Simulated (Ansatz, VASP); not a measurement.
## Hf5C3 in VASP and in Ansatz

```
CELL_PARAMETERS angstrom
2.95124 0.00000 0.00000
0.00000 2.95124 0.00000
0.00000 0.00000 13.52663
ATOMIC_POSITIONS crystal
Hf 0.00000 0.00000 0.20350
Hf 0.00000 0.00000 0.79650
Hf 0.00000 0.00000 0.00000
Hf 0.50000 0.50000 0.39950
Hf 0.50000 0.50000 0.60050
C 0.50000 0.50000 0.11312
C 0.50000 0.50000 0.88688
C 0.00000 0.00000 0.50000
```

Change from the starting cell: species swapped into the Ti3Pd5 type (P4/mmm, No. 123).

Alike in both runs: functional PBE; k mesh 5 × 5 × 2; occupations gaussian, width 0.2 eV; no spin polarisation.

Ansatz relaxed the structure, and its values are those at the end. VASP's run is a single point on that final structure, the one shown.

|  | VASP | Ansatz |
| --- | --- | --- |
| version | VASP 6.6.1 | Ansatz 0.2.0 |
| potentials or method | VASP PAW PBE potentials, release 64 (Hf_pv, C), cutoff 520 eV | scalar-relativistic, plane waves, PAW |
| valence electrons in the cell | 62 | 142 |

|  | VASP | Ansatz | Ansatz less VASP |
| --- | --- | --- | --- |
| gap on the k mesh at the Fermi level (eV) | none | none | - |
| pressure (GPa) | -0.9 | 0.2 | +1.05 |
| rms of the force components (eV/Å) | 0.044 | 0.007 | -0.0376 |

A gap of «none» marks a metal or a gap that the smearing closes. VASP's potentials hold 62 valence electrons a cell and Ansatz's 142, so a difference there can come from the potentials and not from the codes.

The k mesh is coarse, so the values compare programs but aren't converged. Spin-orbit coupling is off throughout.
